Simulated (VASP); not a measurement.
A run of VASP 6.6.1:

The input INCAR:

```
SYSTEM = Bi2Te3
ALGO     = Normal         ! electronic algorithm
EDIFF    = 1E-7           ! SCF threshold, eV
ENCUT    = 520            ! plane-wave cutoff, eV
GGA      = CA             ! functional
ISIF     = 2              ! what is computed and relaxed
ISMEAR   = -1             ! smearing method
LASPH    = .True.         ! aspherical terms in the spheres
LCHARG   = .False.        ! write CHGCAR
LREAL    = .False.        ! projectors in reciprocal space
LWAVE    = .False.        ! write WAVECAR
NBANDS   = 32             ! bands
NELM     = 60             ! most SCF steps
PREC     = Accurate       ! precision mode
SIGMA    = 0.08           ! smearing width, eV
```

The input KPOINTS:

```
k-points
0
Gamma
  8 8 8
  0 0 0
```

File POSCAR:

```
Bi2Te3
1.0
    2.2011149069      1.2708142840      9.9134032967
   -2.2011149069      1.2708142840      9.9134032967
    0.0000000000     -2.5416285680      9.9134032967
Bi Te
2 3
Direct
    0.8120000000      0.8120000000      0.8120000000
    0.4020000000      0.4020000000      0.4020000000
    0.6110000000      0.6110000000      0.6110000000
    0.2000000000      0.2000000000      0.2000000000
    0.0000000000      0.0000000000      0.0000000000
```

Potentials or basis: VASP PAW LDA potentials, release 64 (Bi_d, Te).

Launch:

```bash
$ cat potpaw_LDA.64/Bi_d/POTCAR potpaw_LDA.64/Te/POTCAR > POTCAR
$ mpirun -np 1 vasp_std > vasp.out
```

Hardware: 1 thread of AMD EPYC 9755 128-Core Processor (shared host).

Question: How long does it take, and how much memory?

Answer: It took 45 min on 1 thread of AMD EPYC 9755 128-Core Processor, on a shared host, peak memory 0.81 GiB. Counts: scf iterations 14, k points 65.
